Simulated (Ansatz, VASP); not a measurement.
**One calculation of AlCu3, two programs**

```
Al Cu
1.0
     0.00000    2.89067    2.89067
     2.89067    0.00000    2.89067
     2.89067    2.89067    0.00000
Al Cu
1 3
Direct
  0.00000 0.00000 0.00000
  0.50000 0.50000 0.50000
  0.25000 0.25000 0.25000
  0.75000 0.75000 0.75000
```

Alike in both runs: functional r2SCAN; k mesh 12 × 12 × 12; occupations gaussian, width 0.1 eV; no spin polarisation.

Ansatz relaxed the structure, and its values are those at the end. VASP's run is a single point on that final structure, the one shown.

|  | VASP | Ansatz |
| --- | --- | --- |
| version | VASP 6.6.1 | Ansatz 0.2.0 |
| potentials or method | VASP PAW PBE potentials, release 64 (Al, Cu), cutoff 520 eV | scalar-relativistic, plane waves, PAW |
| valence electrons in the cell | 36 | 60 |

VASP gave:

```
gap on the k mesh at the Fermi level (eV) : none
pressure (GPa)                            : 0.2
```

Estimate Ansatz's values.

gap on the k mesh at the Fermi level (eV): none; pressure (GPa): 0.0.

VASP's potentials were made for PBE, not for r2SCAN. A gap of «none» marks a metal or a gap that the smearing closes. The functional is the same, so the differences come from potentials, cutoffs and numerics. VASP's potentials hold 36 valence electrons a cell and Ansatz's 60, so a difference there can come from the potentials and not from the codes.
